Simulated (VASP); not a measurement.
# Hg2Pb (P-3m1) in VASP: single point with PBE

Aim: the single point of Hg2Pb with PBE.

Everything below comes from runs of VASP 6.6.1. Logs are shortened: lines on timing, memory, paths and dates and some standing lists are left out, and cuts for length are marked.

### 1 The cell of the first run

Symmetry: P-3m1, No. 164, trigonal system. The conventional cell has a = 3.499 Å, b = 3.499 Å, c = 8.054 Å, α = 90.00°, β = 90.00°, γ = 120.00°. Hg (site symmetry 3m) has 9 Hg at 3.23 to 3.50 Å and 3 Pb at 3.43 Å within 4.2 Å. Pb (site symmetry -3m) has 6 Hg at 3.43 Å and 6 Pb at 3.50 Å within 4.5 Å.

The cell was generated, and may not be a known phase.

### 2 Single point, PBE

INCAR

```
ALGO = Fast
EDIFF = 1E-6
ENCUT = 520
GGA = PE
ISIF = 2
ISMEAR = 0
LASPH = T
LCHARG = T
LELF = T
LREAL = F
LVHAR = T
LWAVE = F
NBANDS = 26
NELM = 80
PREC = Accurate
SIGMA = 0.1
```

KPOINTS

```
k-points
0
Gamma
  18 18 6
```

POSCAR

```
Hg2Pb
1.0
    3.4988907897      0.0000000000      0.0000000000
   -1.7494453948      3.0301283089      0.0000000000
    0.0000000000      0.0000000000      8.0542194000
Hg Pb
2 1
Direct
    0.3333333333      0.6666666667      0.3434940000
    0.6666666667      0.3333333333      0.6565060000
    0.0000000000      0.0000000000      0.0000000000
```

Potentials or basis: VASP PAW PBE potentials, release 64 (Hg, Pb_d).

On the command line:

```bash
cat potpaw_PBE.64/Hg/POTCAR potpaw_PBE.64/Pb_d/POTCAR > POTCAR
mpirun -np 1 vasp_std > vasp.out
```

OUTCAR:

```text
EDIFF = 1E-6
   ENCUT = 520
   GGA = PE
   ISIF = 2
   ISMEAR = 0
   LASPH = T
   LREAL = F
   NELM = 80
   PREC = Accurate

 ion  position               nearest neighbor table
   1  0.333  0.667  0.343-   2 3.23   2 3.23   2 3.23   3 3.43   3 3.43   3 3.43
   2  0.667  0.333  0.657-   1 3.23   1 3.23   1 3.23   3 3.43   3 3.43   3 3.43
   3  0.000  0.000  0.000-   1 3.43   2 3.43   1 3.43   2 3.43   2 3.43   1 3.43

  LATTYP: Found a hexagonal cell.
 ALAT       =     3.4988907897
 C/A-ratio  =     2.3019350657

  Lattice vectors:

 A1 = (   3.4988907897,   0.0000000000,   0.0000000000)
 A2 = (  -1.7494453948,   3.0301283089,   0.0000000000)
 A3 = (   0.0000000000,   0.0000000000,   8.0542194000)

Analysis of symmetry for initial positions (statically):
=====================================================================
 Subroutine PRICEL returns:
 Original cell was already a primitive cell.

 Routine SETGRP: Setting up the symmetry group for a
 hexagonal supercell.

 Subroutine GETGRP returns: Found 12 space group operations
 (whereof 12 operations were pure point group operations)
 out of a pool of 24 trial point group operations.

The static configuration has the point symmetry D_3d.

Analysis of symmetry for dynamics (positions and initial velocities):
=====================================================================
 Subroutine PRICEL returns:
 Original cell was already a primitive cell.

 Routine SETGRP: Setting up the symmetry group for a
 hexagonal supercell.

 Subroutine GETGRP returns: Found 12 space group operations
 (whereof 12 operations were pure point group operations)
 out of a pool of 24 trial point group operations.

The dynamic configuration has the point symmetry D_3d.

 Subroutine INISYM returns: Found 12 space group operations
 (whereof 12 operations are pure point group operations),
 and found     1 'primitive' translations

----------------------------------------------------------------------------------------

                                     Primitive cell

  volume of cell :      85.3915

  direct lattice vectors                    reciprocal lattice vectors
     3.498890790  0.000000000  0.000000000     0.285804862  0.165009514  0.000000000
[... 85 lines left out ...]
   LASPH  =      T    aspherical Exc in radial PAW
   ENCUT  =  520.0 eV  38.22 Ry    6.18 a.u.   6.51  6.51 14.98*2*pi/ulx,y,z
   NELM   =     80;   NELMIN=  2; NELMDL= -5     # of ELM steps
   EDIFF  = 0.1E-05   stopping-criterion for ELM
   LREAL  =      F    real-space projection
   EDIFFG = 0.1E-04   stopping-criterion for IOM
   NSW    =      0    number of steps for IOM
   IBRION =     -1    ionic relax: 0-MD 1-quasi-New 2-CG
   NFREE  =      0    steps in history (QN), initial steepest desc. (CG)
   ISIF   =      2    stress and relaxation
   ISYM   =      2    0-nonsym 1-usesym 2-fastsym
   POTIM  = 0.5000    time-step for ionic-motion
   TEBEG  =    0.0;   TEEND  =   0.0 temperature during run
   PSTRESS=    0.0 pullay stress
   NELECT =      38.0000    total number of electrons
   NUPDOWN=      -1.0000    fix difference up-down
   EMIN   =  10.00;   EMAX   =-10.00  energy-range for DOS
   EFERMI =   0.00;   METHOD = LEGACY
   ISMEAR =     0;   SIGMA  =   0.10  broadening in eV -4-tet -1-fermi 0-gaus
   EFERMI_NEDOS =   21; number of points for ismear=-14 and -15
   IALGO  =     68    algorithm
   IMIX   =      4    mixing-type and parameters
     AMIX     =   0.40;   BMIX     =  1.00
     AMIX_MAG =   1.60;   BMIX_MAG =  1.00
  volume/ion in A,a.u.               =      28.46       192.08
  Fermi-wavevector in a.u.,A,eV,Ry     =   1.249869  2.361909 21.254639  1.562172
  Thomas-Fermi vector in A             =   2.383889
   LORBIT       =      0    0 simple, 1 ext, 2 COOP (PROOUT), +10 PAW based schemes
   GGA     = PE    functional components
   LHFCALC =     F    Hartree Fock is set to
   AEXX    =    0.0000 exact exchange contribution
   IVDW    =     0    specifies the selected vdW correction
   LEPSILON=     F    determine dielectric tensor
   LRPA    =     F    only Hartree local field effects (RPA)
 non-spin polarized calculation
 RMM-DIIS sequential band-by-band and
 Gauss-broadening in eV      SIGMA  =   0.10
  energy-cutoff  :      520.00
  volume of cell :       85.39
 maximum number of plane-waves:      2336
 NGX is ok and might be reduce to    28
   NGX = 13   NGY = 13   NGZ = 29

 number of electron      38.0000007 magnetization

 Free energy of the ion-electron system (eV)
  ---------------------------------------------------
  ext. energy  EPLUGINS =         0.00000000
  ---------------------------------------------------
  free energy    TOTEN  =        -3.82751614 eV

  energy without entropy =       -3.82089576  energy(sigma->0) =       -3.82420595

 E-fermi :   3.7827     XC(G=0): -10.0921

 val. band max:        3.7697155509   @ k =   0.0000   0.4444   0.1667
 cond. band min:       3.7930460236   @ k =   0.3333   0.2778   0.1667
 fundamental gap:      0.0233304726
 Fermi energy:         3.7826683030

 k-point     1 :       0.0000    0.0000    0.0000
  band No.  band energies     occupation
      1     -13.4011      2.00000
      2     -13.3240      2.00000
      3     -13.3240      2.00000
      4     -13.2088      2.00000
      5     -13.2088      2.00000
      6      -6.8582      2.00000
[... 685 lines left out ...]
     25       9.7883      0.00000
     26      10.9554      0.00000

 [... further k-points ...]

------------------------ aborting loop because EDIFF is reached ----------------------------------------

  FORCE on cell =-STRESS in cart. coord.  units (eV):
  Direction    XX          YY          ZZ          XY          YZ          ZX
  --------------------------------------------------------------------------------------
  -------------------------------------------------------------------------------------
  Total        0.0375009      0.0375009      0.0405887      0.0000000     -0.0000000     -0.0000000
  in kB        0.7036188      0.7036188      0.7615549      0.0000000     -0.0000000     -0.0000000
  external PRESSURE =       0.7229308 kB  Pullay stress =       0.0000000 kB

 VOLUME and BASIS-vectors are now :
 -----------------------------------------------------------------------------
  energy-cutoff  :      520.00
  volume of cell :       85.39
      direct lattice vectors                 reciprocal lattice vectors
     3.498890790  0.000000000  0.000000000     0.285804862  0.165009514  0.000000000
    -1.749445395  3.030128309  0.000000000     0.000000000  0.330019028  0.000000000
     0.000000000  0.000000000  8.054219400     0.000000000  0.000000000  0.124158525

 POSITION                                       TOTAL-FORCE (eV/Angst)
 -----------------------------------------------------------------------------------
     -0.00000      2.02009      2.76658        -0.000000     -0.000000     -0.012252
      1.74945      1.01004      5.28764         0.000000      0.000000      0.012252
      0.00000      0.00000      0.00000        -0.000000      0.000000      0.000000
 -----------------------------------------------------------------------------------
    total drift:                                0.000000     -0.000000     -0.000000

  FREE ENERGIE OF THE ION-ELECTRON SYSTEM (eV)
  ---------------------------------------------------
  free  energy   TOTEN  =        -3.8275161361 eV

  energy  without entropy=       -3.8208957627  energy(sigma->0) =       -3.82420595
```

OSZICAR:

```text
N       E                     dE             d eps       ncg     rms          rms(c)
DAV:   1     0.363339702155E+03    0.36334E+03   -0.18552E+04 10536   0.154E+03
DAV:   2     0.159768288844E+02   -0.34736E+03   -0.33387E+03 10638   0.414E+02
DAV:   3    -0.356143138686E+01   -0.19538E+02   -0.19288E+02 12578   0.113E+02
DAV:   4    -0.398192500799E+01   -0.42049E+00   -0.41977E+00 11910   0.166E+01
DAV:   5    -0.399532975923E+01   -0.13405E-01   -0.13404E-01 13500   0.303E+00    0.316E+00
RMM:   6    -0.383243366303E+01    0.16290E+00   -0.28790E-01 11353   0.343E+00    0.288E+00
RMM:   7    -0.382762450341E+01    0.48092E-02   -0.27656E-02 13573   0.121E+00    0.168E+00
RMM:   8    -0.382715143549E+01    0.47307E-03   -0.10530E-02 11666   0.949E-01    0.141E-01
RMM:   9    -0.382742335611E+01   -0.27192E-03   -0.32924E-03 14242   0.628E-01    0.394E-02
RMM:  10    -0.382748493189E+01   -0.61576E-04   -0.81715E-04 13037   0.268E-01    0.188E-02
RMM:  11    -0.382751175950E+01   -0.26828E-04   -0.22623E-04 12651   0.165E-01    0.995E-03
RMM:  12    -0.382751413904E+01   -0.23795E-05   -0.79286E-05 14478   0.826E-02    0.683E-03
RMM:  13    -0.382751585437E+01   -0.17153E-05   -0.21109E-05 13898   0.399E-02    0.189E-03
RMM:  14    -0.382751613609E+01   -0.28172E-06   -0.42588E-06  8613   0.187E-02
   1 F= -.38275161E+01 E0= -.38242059E+01  d E =-.662037E-02
```

stdout:

```text
POSCAR found type information on POSCAR HgPb
 POSCAR found :  2 types and       3 ions
 scaLAPACK will be used
 LDA part: xc-table for (Slater+PW92), standard interpolation
 POSCAR, INCAR and KPOINTS ok, starting setup
 FFT: planning ... GRIDC
 FFT: planning ... GRID_SOFT
 FFT: planning ... GRID
 WAVECAR not read
 entering main loop
```

It took 9.4 min on 1 thread of AMD EPYC 7R13, shared host; peak memory 0.49 GiB.

What came out:

| Property | Result |
| --- | --- |
| Free energy | -3.8275 eV |
| Pressure | 0.1 GPa |
| Largest force | 0.012 eV/Å |
| Band gap on the k mesh | zero (bands 19 and 20 overlap by 3.24 eV) |

Forces in eV/Å, atoms in the order of the input:
```
Hg   0.000  0.000 -0.012
Hg   0.000  0.000  0.012
Pb   0.000  0.000  0.000
```

Caveat: spin-orbit coupling is left out, which moves the levels of the heavy elements.

The gap in the log of VASP goes by the Fermi energy; the results here count the filled bands.